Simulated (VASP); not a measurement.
A run of VASP 6.6.1 is set up as follows.

INCAR

```
ALGO     = Normal         # electronic algorithm
EDIFF    = 1E-6           # SCF threshold, eV
ENCUT    = 520            # plane-wave cutoff, eV
GGA      = PE             # functional
ISIF     = 2              # what is computed and relaxed
ISMEAR   = -1             # smearing method
LASPH    = T              # aspherical terms in the spheres
LCHARG   = F              # write CHGCAR
LREAL    = F              # projectors in reciprocal space
LWAVE    = F              # write WAVECAR
NBANDS   = 16             # bands
NELM     = 60             # most SCF steps
PREC     = Accurate       # precision mode
SIGMA    = 0.05           # smearing width, eV
```

The input KPOINTS:

```
k-points
0
Gamma
  14 14 14
```

The input POSCAR:

```
ZnSe
1.0
    3.1768452911      0.0000000000      0.0000000000
    0.0000000000      3.1768452911      0.0000000000
    0.0000000000      0.0000000000      3.1768452911
Zn Se
1 1
Direct
    0.0000000000      0.0000000000      0.0000000000
    0.5000000000      0.5000000000      0.5000000000
```

Potentials or basis: VASP PAW PBE potentials, release 64 (Zn, Se).

Command:

```sh
$ cat potpaw_PBE.64/Zn/POTCAR potpaw_PBE.64/Se/POTCAR > POTCAR
$ mpirun -np 1 vasp_std > vasp.out
```

Problem. Predict the pressure.

Solution. 15.3 GPa.

Problem. Estimate the band gap on the k mesh.

Solution. Zero (band 9 reaches 6.14 eV, above the bottom of band 10 at 4.11 eV).
